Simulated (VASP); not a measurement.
Wanted: the native input for a VASP 6.6.1 run.

| Item | Value |
| --- | --- |
| Task | relaxation of cell and atoms |
| Functional | LDA |
| Potentials or basis | VASP PAW LDA potentials, release 64 (Cd, C) |
| Cutoff | 600 eV |
| k mesh | 8 × 8 × 8 |
| Occupations | gaussian, width 0.02 eV |
| Spin | no spin polarisation |
| Dipole correction | no |
| Further INCAR settings | ALGO = Normal; EDIFF = 1e-07; IBRION = 2; EDIFFG = -0.005; NSW = 100; ISIF = 3 |

The structure of CdC2 lies in POSCAR:

```
CdC2
1.0
   -2.0435787977      2.0435787977      2.6947303805
    2.0435787977     -2.0435787977      2.6947303805
    2.0435787977      2.0435787977     -2.6947303805
Cd C
1 2
Direct
    0.0000000000      0.0000000000      0.0000000000
    0.6148322779      0.6148322779      0.0000000000
    0.3851677221      0.3851677221      0.0000000000
```

One way to write it, as run:

INCAR

```
SYSTEM = CdC2
  PREC = Accurate
  ENCUT = 600
  EDIFF = 1E-7
  ISMEAR = 0
  SIGMA = 0.02
  LREAL = .FALSE.
  LASPH = .TRUE.
  NELM = 100
  ALGO = Normal
  ISIF = 3
  LWAVE = .FALSE.
  LCHARG = .FALSE.
  GGA = CA
  IBRION = 2
  NSW = 100
  EDIFFG = -0.005
```

KPOINTS

```
Automatic mesh
0
G
  8 8 8
  0 0 0
```

Potentials or basis: VASP PAW LDA potentials, release 64 (Cd, C).

Launch:

```bash
$ cat potpaw_LDA.64/Cd/POTCAR potpaw_LDA.64/C/POTCAR > POTCAR
$ mpirun -np 1 vasp_std > vasp.out
```

Results of the run:

The relaxed volume is 15.03 Å³/atom, the relaxed cell is a = 3.958 Å, b = 3.958 Å, c = 3.958 Å, α = 117.94°, β = 117.94°, γ = 93.61° and the space group after relaxing (to 0.05 Å) is I4/mmm (No. 139). The energy gained by relaxing is 0.7 meV/atom, the ionic steps are 8 and the pressure after relaxing is 0.0 GPa. The largest force after relaxing is 0.004 eV/Å. The band gap on the k mesh is 3.30 eV, indirect (least direct gap 3.86 eV).

Wall time 55 s on 1 thread of Intel(R) Xeon(R) 6975P-C (Granite Rapids), with other jobs on the host, peak memory 0.19 GiB.
